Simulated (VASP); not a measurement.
# GaN in VASP: further runs

Runs on GaN. Level: PBE. Tasks: single point.

Everything below comes from runs of VASP 6.6.1. Logs are shortened: lines on timing, memory, paths and dates and some standing lists are left out, and cuts for length are marked.

**1. The cell of the first run**

It takes space group F-43m (No. 216, cubic). The conventional cell has a = 4.363 Å, b = 4.363 Å, c = 4.363 Å, α = 90.00°, β = 90.00°, γ = 90.00°. Within 2.5 Å of Ga (site symmetry -43m) lie 4 N at 1.89 Å. Within 2.5 Å of N (site symmetry -43m) lie 4 Ga at 1.89 Å.

**2. Single point, PBE (strain -3.0%)**

File INCAR:

```
SYSTEM = GaN
  PREC = Accurate
  ENCUT = 520
  EDIFF = 1E-7
  ISMEAR = 0
  SIGMA = 0.01
  LREAL = .FALSE.
  LASPH = .TRUE.
  NELM = 60
  ALGO = Normal
  ISIF = 2
  LWAVE = .FALSE.
  LCHARG = .TRUE.
  GGA = PE
  LELF = .TRUE.
  LVHAR = .TRUE.
  NBANDS = 16
```

File KPOINTS:

```
regular mesh
0
G
  6 6 6
  0 0 0
```

File POSCAR:

```
GaN
1.0
    0.0000000000      2.1814839653      2.1814839653
    2.1814839653      0.0000000000      2.1814839653
    2.1814839653      2.1814839653      0.0000000000
Ga N
1 1
Direct
    0.0000000000      0.0000000000      0.0000000000
    0.2500000000      0.2500000000      0.2500000000
```

Potentials or basis: VASP PAW PBE potentials, release 64 (Ga_d, N).

On the command line:

```
$ cat potpaw_PBE.64/Ga_d/POTCAR potpaw_PBE.64/N/POTCAR > POTCAR
$ mpirun -np 1 vasp_std > vasp.out
```

OUTCAR:

```text
SYSTEM = GaN
   PREC = Accurate
   ENCUT = 520
   EDIFF = 1E-7
   ISMEAR = 0
   LREAL = .FALSE.
   LASPH = .TRUE.
   NELM = 60
   ISIF = 2
   GGA = PE

 ion  position               nearest neighbor table
   1  0.000  0.000  0.000-   2 1.89   2 1.89   2 1.89   2 1.89
   2  0.250  0.250  0.250-   1 1.89   1 1.89   1 1.89   1 1.89

  LATTYP: Found a face centered cubic cell.
 ALAT       =     4.3629679306

  Lattice vectors:

 A1 = (   0.0000000000,   2.1814839653,   2.1814839653)
 A2 = (   2.1814839653,   0.0000000000,   2.1814839653)
 A3 = (   2.1814839653,   2.1814839653,   0.0000000000)

Analysis of symmetry for initial positions (statically):
=====================================================================
 Subroutine PRICEL returns:
 Original cell was already a primitive cell.

 Routine SETGRP: Setting up the symmetry group for a
 face centered cubic supercell.

 Subroutine GETGRP returns: Found 24 space group operations
 (whereof 24 operations were pure point group operations)
 out of a pool of 48 trial point group operations.

The static configuration has the point symmetry T_d .

Analysis of symmetry for dynamics (positions and initial velocities):
=====================================================================
 Subroutine PRICEL returns:
 Original cell was already a primitive cell.

 Routine SETGRP: Setting up the symmetry group for a
 face centered cubic supercell.

 Subroutine GETGRP returns: Found 24 space group operations
 (whereof 24 operations were pure point group operations)
 out of a pool of 48 trial point group operations.

The dynamic configuration has the point symmetry T_d .

 Subroutine INISYM returns: Found 24 space group operations
 (whereof 24 operations are pure point group operations),
 and found     1 'primitive' translations

----------------------------------------------------------------------------------------

                                     Primitive cell

  volume of cell :      20.7628

  direct lattice vectors                    reciprocal lattice vectors
     0.000000000  2.181483965  2.181483965    -0.229201776  0.229201776  0.229201776
     2.181483965  0.000000000  2.181483965     0.229201776 -0.229201776  0.229201776
     2.181483965  2.181483965  0.000000000     0.229201776  0.229201776 -0.229201776

  length of vectors
     3.085084210  3.085084210  3.085084210     0.396989122  0.396989122  0.396989122

  position of ions in fractional coordinates (direct lattice)
     0.000000000  0.000000000  0.000000000
     0.250000000  0.250000000  0.250000000

  ion indices of the primitive-cell ions
   primitive index   ion index
                 1           1
                 2           2

----------------------------------------------------------------------------------------

 KPOINTS: regular mesh

Automatic generation of k-mesh.
 Grid dimensions read from file:
 generate k-points for:    6    6    6

 Generating k-lattice:

  Cartesian coordinates                     Fractional coordinates (reciprocal lattice)
    -0.038200296  0.038200296  0.038200296     0.166666667  0.000000000  0.000000000
     0.038200296 -0.038200296  0.038200296     0.000000000  0.166666667  0.000000000
     0.038200296  0.038200296 -0.038200296     0.000000000  0.000000000  0.166666667

  Length of vectors
     0.066164854  0.066164854  0.066164854

  Shift w.r.t. Gamma in fractional coordinates (k-lattice)
     0.000000000  0.000000000  0.000000000

 Subroutine IBZKPT returns following result:
 ===========================================

 Found     16 irreducible k-points:

 Following reciprocal coordinates:
            Coordinates               Weight
  0.000000  0.000000  0.000000      1.000000
  0.166667  0.000000  0.000000      8.000000
  0.333333  0.000000  0.000000      8.000000
  0.500000  0.000000  0.000000      4.000000
  0.166667  0.166667  0.000000      6.000000
  0.333333  0.166667  0.000000     24.000000
[... 8 lines left out ...]
 -0.333333  0.333333  0.166667     24.000000
 -0.333333  0.500000  0.166667     12.000000
   k-points           NKPTS =     16   k-points in BZ     NKDIM =     16   number of bands    NBANDS=     16
   number of dos      NEDOS =    301   number of ions     NIONS =      2
   total plane-waves  NPLWV =  13824
   dimension x,y,z NGX =    24 NGY =   24 NGZ =   24
   dimension x,y,z NGXF=    48 NGYF=   48 NGZF=   48
   ions per type =               1   1
   NGX,Y,Z   is equivalent  to a cutoff of  12.93, 12.93, 12.93 a.u.
   NGXF,Y,Z  is equivalent  to a cutoff of  25.87, 25.87, 25.87 a.u.
 SYSTEM =  GaN
   PREC   = accura    normal or accurate (medium, high low for compatibility)
   ISTART =      0    job   : 0-new  1-cont  2-samecut
   ICHARG =      2    charge: 1-file 2-atom 10-const
   ISPIN  =      1    spin polarized calculation?
   LNONCOLLINEAR =      F non collinear calculations
   LSORBIT =      F    spin-orbit coupling
   LASPH  =      T    aspherical Exc in radial PAW
   ENCUT  =  520.0 eV  38.22 Ry    6.18 a.u.   5.74  5.74  5.74*2*pi/ulx,y,z
   NELM   =     60;   NELMIN=  2; NELMDL= -5     # of ELM steps
   EDIFF  = 0.1E-06   stopping-criterion for ELM
   LREAL  =      F    real-space projection
   EDIFFG = 0.1E-05   stopping-criterion for IOM
   NSW    =      0    number of steps for IOM
   IBRION =     -1    ionic relax: 0-MD 1-quasi-New 2-CG
   NFREE  =      0    steps in history (QN), initial steepest desc. (CG)
   ISIF   =      2    stress and relaxation
   ISYM   =      2    0-nonsym 1-usesym 2-fastsym
   POTIM  = 0.5000    time-step for ionic-motion
   TEBEG  =    0.0;   TEEND  =   0.0 temperature during run
   PSTRESS=    0.0 pullay stress
   NELECT =      18.0000    total number of electrons
   NUPDOWN=      -1.0000    fix difference up-down
   EMIN   =  10.00;   EMAX   =-10.00  energy-range for DOS
   EFERMI =   0.00;   METHOD = LEGACY
   ISMEAR =     0;   SIGMA  =   0.01  broadening in eV -4-tet -1-fermi 0-gaus
   EFERMI_NEDOS =   21; number of points for ismear=-14 and -15
   IALGO  =     38    algorithm
   IMIX   =      4    mixing-type and parameters
     AMIX     =   0.40;   BMIX     =  1.00
     AMIX_MAG =   1.60;   BMIX_MAG =  1.00
  volume/ion in A,a.u.               =      10.38        70.06
  Fermi-wavevector in a.u.,A,eV,Ry     =   1.561003  2.949867 33.153715  2.436729
  Thomas-Fermi vector in A             =   2.664132
   LORBIT       =      0    0 simple, 1 ext, 2 COOP (PROOUT), +10 PAW based schemes
   GGA     = PE    functional components
   LHFCALC =     F    Hartree Fock is set to
   AEXX    =    0.0000 exact exchange contribution
   IVDW    =     0    specifies the selected vdW correction
   LEPSILON=     F    determine dielectric tensor
   LRPA    =     F    only Hartree local field effects (RPA)
 non-spin polarized calculation
 Gauss-broadening in eV      SIGMA  =   0.01
  energy-cutoff  :      520.00
  volume of cell :       20.76
 maximum number of plane-waves:       568
   NGX = 11   NGY = 11   NGZ = 11

 number of electron      17.9999989 magnetization

 Free energy of the ion-electron system (eV)
  ---------------------------------------------------
  ext. energy  EPLUGINS =         0.00000000
  ---------------------------------------------------
  free energy    TOTEN  =       -11.93013918 eV

  energy without entropy =      -11.93013918  energy(sigma->0) =      -11.93013918

 E-fermi :   6.4749     XC(G=0): -12.1972

 val. band max:        6.4061476248   @ k =   0.0000   0.0000   0.0000
 cond. band min:       8.7582867498   @ k =   0.0000   0.0000   0.0000
 fundamental gap:      2.3521391250
 Fermi energy:         6.4749189069

 k-point     1 :       0.0000    0.0000    0.0000
  band No.  band energies     occupation
      1     -10.4150      2.00000
      2      -7.1637      2.00000
      3      -7.1637      2.00000
      4      -7.1637      2.00000
      5      -6.7315      2.00000
      6      -6.7315      2.00000
[... 8 lines left out ...]
     15      26.0063      0.00000
     16      26.0063      0.00000

 k-point     2 :       0.1667    0.0000    0.0000
  band No.  band energies     occupation
      1     -10.0691      2.00000
      2      -7.1189      2.00000
      3      -7.1189      2.00000
      4      -7.0541      2.00000
      5      -6.7340      2.00000
      6      -6.7340      2.00000
[... 8 lines left out ...]
     15      23.9584      0.00000
     16      23.9584      0.00000

 k-point     3 :       0.3333    0.0000    0.0000
  band No.  band energies     occupation
      1      -9.4296      2.00000
      2      -7.0589      2.00000
      3      -7.0589      2.00000
      4      -6.7053      2.00000
      5      -6.7053      2.00000
      6      -6.3960      2.00000
[... 8 lines left out ...]
     15      24.9233      0.00000
     16      24.9233      0.00000

 k-point     4 :       0.5000    0.0000    0.0000
  band No.  band energies     occupation
      1      -9.1890      2.00000
      2      -7.0474      2.00000
      3      -7.0474      2.00000
      4      -6.6704      2.00000
      5      -6.6704      2.00000
      6      -5.4750      2.00000
[... 8 lines left out ...]
     15      27.2782      0.00000
     16      27.2782      0.00000
[... 172 lines left out ...]
 k-point    14 :       0.5000    0.3333    0.1667
  band No.  band energies     occupation
      1      -9.1040      2.00000
      2      -6.9862      2.00000
      3      -6.9695      2.00000
      4      -6.8167      2.00000
      5      -6.6862      2.00000
      6      -5.6789      2.00000
[... 8 lines left out ...]
     15      27.4177      0.00000
     16      30.4101      0.00000

 k-point    15 :      -0.3333    0.3333    0.1667
  band No.  band energies     occupation
      1      -8.9861      2.00000
      2      -7.0091      2.00000
      3      -6.9201      2.00000
      4      -6.7655      2.00000
      5      -6.7044      2.00000
      6      -4.9249      2.00000
[... 8 lines left out ...]
     15      26.2112      0.00000
     16      30.7547      0.00000

 k-point    16 :      -0.3333    0.5000    0.1667
  band No.  band energies     occupation
      1      -8.9312      2.00000
      2      -7.0103      2.00000
      3      -6.8888      2.00000
      4      -6.7463      2.00000
      5      -6.6816      2.00000
      6      -4.7721      2.00000
[... 8 lines left out ...]
     15      28.1120      0.00000
     16      31.1427      0.00000

------------------------ aborting loop because EDIFF is reached ----------------------------------------

  FORCE on cell =-STRESS in cart. coord.  units (eV):
  Direction    XX          YY          ZZ          XY          YZ          ZX
  --------------------------------------------------------------------------------------
  -------------------------------------------------------------------------------------
  Total        3.6412821      3.6412821      3.6412821      0.0000000      0.0000000      0.0000000
  in kB      280.9822195    280.9822195    280.9822195      0.0000000      0.0000000      0.0000000
  external PRESSURE =     280.9822195 kB  Pullay stress =       0.0000000 kB

 VOLUME and BASIS-vectors are now :
 -----------------------------------------------------------------------------
  energy-cutoff  :      520.00
  volume of cell :       20.76
      direct lattice vectors                 reciprocal lattice vectors
     0.000000000  2.181483965  2.181483965    -0.229201776  0.229201776  0.229201776
     2.181483965  0.000000000  2.181483965     0.229201776 -0.229201776  0.229201776
     2.181483965  2.181483965  0.000000000     0.229201776  0.229201776 -0.229201776

 POSITION                                       TOTAL-FORCE (eV/Angst)
 -----------------------------------------------------------------------------------
      0.00000      0.00000      0.00000         0.000000     -0.000000     -0.000000
      1.09074      1.09074      1.09074        -0.000000      0.000000      0.000000
 -----------------------------------------------------------------------------------
    total drift:                                0.000002      0.000002      0.000001

  FREE ENERGIE OF THE ION-ELECTRON SYSTEM (eV)
  ---------------------------------------------------
  free  energy   TOTEN  =       -11.9301391796 eV

  energy  without entropy=      -11.9301391796  energy(sigma->0) =      -11.93013918
```

Wall time 13 s (1 thread of AMD EPYC 7R13, shared host); peak memory 0.11 GiB.

What came out:

| Property | Result |
| --- | --- |
| Free energy | -11.9301 eV |
| Pressure | 28.1 GPa |
| Band gap on the k mesh | 2.35 eV, direct |

Caveat: the cell differs from its parent crystal (strain -3.0%).

**3. Single point, PBE (uniaxial x strain -0.5%)**

File INCAR:

```
SYSTEM = GaN
PREC = Accurate
ENCUT = 520
EDIFF = 1E-6
ISMEAR = 0
SIGMA = 0.01
LREAL = .FALSE.
LASPH = .TRUE.
NELM = 100
ALGO = Normal
ISIF = 2
LWAVE = .FALSE.
LCHARG = .FALSE.
GGA = PE
NBANDS = 16
```

File KPOINTS:

```
Automatic mesh
0
G
  6 6 6
  0 0 0
```

File POSCAR:

```
GaN
1.0
    0.0000000000      2.2489525415      2.2489525415
    2.2377077788      0.0000000000      2.2489525415
    2.2377077788      2.2489525415      0.0000000000
Ga N
1 1
Direct
    0.0000000000      0.0000000000      0.0000000000
    0.2500000000      0.2500000000      0.2500000000
```

Potentials or basis: VASP PAW PBE potentials, release 64 (Ga_d, N).

On the command line:

```
$ cat potpaw_PBE.64/Ga_d/POTCAR potpaw_PBE.64/N/POTCAR > POTCAR
$ mpirun -np 1 vasp_std > vasp.out
```

OUTCAR:

```text
SYSTEM = GaN
   PREC = Accurate
   ENCUT = 520
   EDIFF = 1E-6
   ISMEAR = 0
   LREAL = .FALSE.
   LASPH = .TRUE.
   NELM = 100
   ISIF = 2
   GGA = PE

 ion  position               nearest neighbor table
   1  0.000  0.000  0.000-   2 1.94   2 1.94   2 1.94   2 1.94
   2  0.250  0.250  0.250-   1 1.94   1 1.94   1 1.94   1 1.94

  LATTYP: Found a body centered tetragonal cell.
 ALAT       =     3.1804991853
 C/A-ratio  =     1.4071424946

  Lattice vectors:

[... 644 lines left out ...]

  FORCE on cell =-STRESS in cart. coord.  units (eV):
  Direction    XX          YY          ZZ          XY          YZ          ZX
  --------------------------------------------------------------------------------------
  -------------------------------------------------------------------------------------
  Total        1.0778862      0.9941963      0.9941963     -0.0000000      0.0000000      0.0000000
  in kB       76.2938510     70.3701982     70.3701982     -0.0000000      0.0000000      0.0000000
  external PRESSURE =      72.3447492 kB  Pullay stress =       0.0000000 kB

 VOLUME and BASIS-vectors are now :
 -----------------------------------------------------------------------------
  energy-cutoff  :      520.00
  volume of cell :       22.64
      direct lattice vectors                 reciprocal lattice vectors
     0.000000000  2.248952542  2.248952542    -0.223442938  0.222325723  0.222325723
     2.237707779  0.000000000  2.248952542     0.223442938 -0.222325723  0.222325723
     2.237707779  2.248952542  0.000000000     0.223442938  0.222325723 -0.222325723

 POSITION                                       TOTAL-FORCE (eV/Angst)
 -----------------------------------------------------------------------------------
      0.00000      0.00000      0.00000         0.000000      0.000000      0.000000
      1.11885      1.12448      1.12448         0.000000     -0.000000     -0.000000
 -----------------------------------------------------------------------------------
    total drift:                                0.000001      0.000002      0.000002

  FREE ENERGIE OF THE ION-ELECTRON SYSTEM (eV)
  ---------------------------------------------------
  free  energy   TOTEN  =       -12.1287986525 eV

  energy  without entropy=      -12.1287986525  energy(sigma->0) =      -12.12879865
```

OSZICAR:

```text
N       E                     dE             d eps       ncg     rms          rms(c)
DAV:   1     0.847624273743E+02    0.84762E+02   -0.94122E+03  1064   0.202E+03
DAV:   2    -0.804215955982E+01   -0.92805E+02   -0.85736E+02  1128   0.339E+02
DAV:   3    -0.140795040408E+02   -0.60373E+01   -0.60162E+01  1064   0.721E+01
DAV:   4    -0.141502697843E+02   -0.70766E-01   -0.70759E-01  1280   0.850E+00
DAV:   5    -0.141511158341E+02   -0.84605E-03   -0.84605E-03  1056   0.853E-01    0.776E+00
DAV:   6    -0.121271233310E+02    0.20240E+01   -0.49216E+00  1440   0.400E+01    0.268E+00
DAV:   7    -0.121362746541E+02   -0.91513E-02   -0.32178E-01  1064   0.650E+00    0.177E+00
DAV:   8    -0.121324398527E+02    0.38348E-02   -0.54570E-02  1120   0.323E+00    0.757E-01
DAV:   9    -0.121285536670E+02    0.38862E-02   -0.13835E-02  1456   0.274E+00    0.192E-01
DAV:  10    -0.121288875057E+02   -0.33384E-03   -0.15022E-03  1136   0.551E-01    0.907E-02
DAV:  11    -0.121287937879E+02    0.93718E-04   -0.27313E-04  1440   0.246E-01    0.981E-03
DAV:  12    -0.121287989205E+02   -0.51326E-05   -0.29372E-05  1104   0.509E-02    0.113E-02
DAV:  13    -0.121287986525E+02    0.26801E-06   -0.62911E-07   880   0.145E-02
   1 F= -.12128799E+02 E0= -.12128799E+02  d E =-.877242E-12
```

stdout:

```text
POSCAR found type information on POSCAR GaN
 POSCAR found :  2 types and       2 ions
 scaLAPACK will be used
 LDA part: xc-table for (Slater+PW92), standard interpolation
 POSCAR, INCAR and KPOINTS ok, starting setup
 FFT: planning ... GRIDC
 FFT: planning ... GRID_SOFT
 FFT: planning ... GRID
 WAVECAR not read
 entering main loop
```

Run time: 19 s. Hardware: 1 thread of AMD EPYC 7R13, shared host; peak memory 0.11 GiB.

What came out:

```yaml
Free_energy: -12.1288 eV
Pressure: 7.2 GPa
Band_gap_on_the_k_mesh: 1.78 eV, direct
```

Stress tensor (GPa, compression positive):
```
7.63 0.00 0.00
0.00 7.04 0.00
0.00 0.00 7.04
```

Caveat: the cell differs from its parent crystal (uniaxial x strain -0.5%).

[end of part 1 of 2]
